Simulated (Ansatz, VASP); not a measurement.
**One calculation of SiO2, two programs**

The input INCAR:

```
SYSTEM = SiO2
PREC = Accurate ; ENCUT = 520
EDIFF = 1E-7 ; ISMEAR = 0
SIGMA = 0.05 ; LREAL = .False.
LASPH = .True. ; NELM = 80
ALGO = Normal ; ISIF = 2
LWAVE = .False. ; LCHARG = .True.
GGA = PE ; LELF = .True.
LVHAR = .True. ; NBANDS = 25
```

KPOINTS

```
Automatic mesh
0
Gamma
  6 6 8
  0 0 0
```

Contents of POSCAR:

```
SiO2
1.0
    4.2041000000      0.0000000000      0.0000000000
    0.0000000000      4.2041000000      0.0000000000
    0.0000000000      0.0000000000      2.9319000000
Si O
2 4
Direct
    0.5000000000      0.5000000000      0.5000000000
    0.0000000000      0.0000000000      0.0000000000
    0.6930127928      0.6930127928      0.0000000000
    0.1930127928      0.8069872072      0.5000000000
    0.3069872072      0.3069872072      0.0000000000
    0.8069872072      0.1930127928      0.5000000000
```

Input for Ansatz:

```yaml
crystal:
  lattice:
    - [4.2041, 0.0, 0.0]
    - [0.0, 4.2041, 0.0]
    - [0.0, 0.0, 2.9319]
  atoms:
    - { symbol: Si, position: [0.5, 0.5, 0.5] }
    - { symbol: Si, position: [0.0, 0.0, 0.0] }
    - { symbol: O, position: [0.6930127928, 0.6930127928, 0.0] }
    - { symbol: O, position: [0.1930127928, 0.8069872072, 0.5] }
    - { symbol: O, position: [0.3069872072, 0.3069872072, 0.0] }
    - { symbol: O, position: [0.8069872072, 0.1930127928, 0.5] }
basis:
  ecutwfc: 520.0
kpoints:
  mp_grid: { grid: [6, 6, 8] }
hamiltonian:
  xc: pbe
  pseudopotentials: { kind: paw, azcp: { folder: soft_1 } }
scf:
  occupations: { method: gaussian, width: 0.05 }
output:
  forces: true
  stress: true
  eigenvalues: true
  write_density: true
  write_potential: true
  elf: true
  volumetric_format: npy
```

Alike in both runs: task single point; functional PBE; k mesh 6 × 6 × 8; occupations gaussian, width 0.05 eV; no spin polarisation.

```csv
,VASP,Ansatz
version,VASP 6.6.1,Ansatz 0.2.0
potentials or method,"VASP PAW PBE potentials, release 64 (Si, O), cutoff 520 eV","scalar-relativistic, plane waves, PAW"
valence electrons in the cell,32,32
```

Ansatz gave:

| Quantity | Value |
| --- | --- |
| gap on the k mesh at the Fermi level (eV) | 3.49 |
| least direct gap on the mesh (eV) | 3.49 |
| pressure (GPa) | -20.5 |
| traceless stress, the component that is largest in VASP (GPa) | -23.08 |
| rms of the force components (eV/Å) | 0.188 |

Problem. Estimate VASP's values.

Solution. gap on the k mesh at the Fermi level (eV): 3.47; least direct gap on the mesh (eV): 3.47; pressure (GPa): -20.3; traceless stress, the component that is largest in VASP (GPa): -22.89; rms of the force components (eV/Å): 0.187.

Atom by atom the forces differ by 0.001 eV/Å (rms over components).
